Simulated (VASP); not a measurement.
Zr2Br3Cl:

```xyz
6
Lattice="4.4504 0.0000 0.0000 -2.2252 3.8541 0.0000 0.0000 0.0000 10.4037" Properties=species:S:1:pos:R:3 pbc="T T T"
Zr    0.0000    2.5694    0.0000
Zr    2.2252    1.2847    5.2018
Br    2.2252    1.2847    8.3178
Br    2.2252    1.2847    2.0859
Br    0.0000    2.5694    5.2018
Cl    0.0000    0.0000    0.0000
```

The cell was built from a structure type or drawn by symmetry, and may not be a known phase.

| Item | Value |
| --- | --- |
| Program | VASP 6.6.1 |
| Task | relaxation of cell and atoms |
| Functional | PBE |
| Potentials or basis | VASP PAW PBE potentials, release 64 (Zr_sv, Br, Cl) |
| Cutoff | 600 eV |
| k mesh | 6 × 6 × 2 |
| Occupations | gaussian, width 0.1 eV |
| Spin | no spin polarisation |

At the start: pressure -1.6 GPa; volume 29.74 Å³/atom.

How do energy, volume and symmetry change on relaxing?

Over 14 steps the energy falls by 71.4 meV/atom and the volume is 27.86 Å³/atom (-6.3 %); space group P-6m2 (No. 187, to 0.1 Å) before and after.

Step by step:
```csv
step,energy change (eV),largest force (eV/Å),pressure (GPa),volume (Å³)
1,0.0000,0.6576,-1.65,178.45
2,-0.2650,0.6043,-0.65,170.54
3,-0.3974,0.2458,1.10,162.54
4,-0.3981,0.1746,1.37,161.60
5,-0.4147,0.0533,-0.22,166.25
6,-0.4204,0.0237,0.27,164.65
7,-0.4226,0.0835,-0.01,165.74
8,-0.4227,0.0936,-0.06,165.93
9,-0.4238,0.0879,-0.03,165.94
10,-0.4260,0.0727,0.09,165.98
11,-0.4258,0.0345,0.35,166.03
12,-0.4267,0.0550,0.20,166.00
13,-0.4275,0.0421,0.13,166.37
14,-0.4281,0.0135,-0.04,167.18
```

Final structure:
```yaml
crystal:
  lattice:
    - [4.49482, 0.00000, 0.00000]
    - [-2.24741, 3.89262, 0.00000]
    - [0.00000, 0.00000, 9.55474]
  atoms:
    - { symbol: Zr, position: [0.33333, 0.66667, 0.00000] }
    - { symbol: Zr, position: [0.66667, 0.33333, 0.50000] }
    - { symbol: Br, position: [0.66667, 0.33333, 0.78580] }
    - { symbol: Br, position: [0.66667, 0.33333, 0.21420] }
    - { symbol: Br, position: [0.33333, 0.66667, 0.50000] }
    - { symbol: Cl, position: [0.00000, 0.00000, 0.00000] }
```
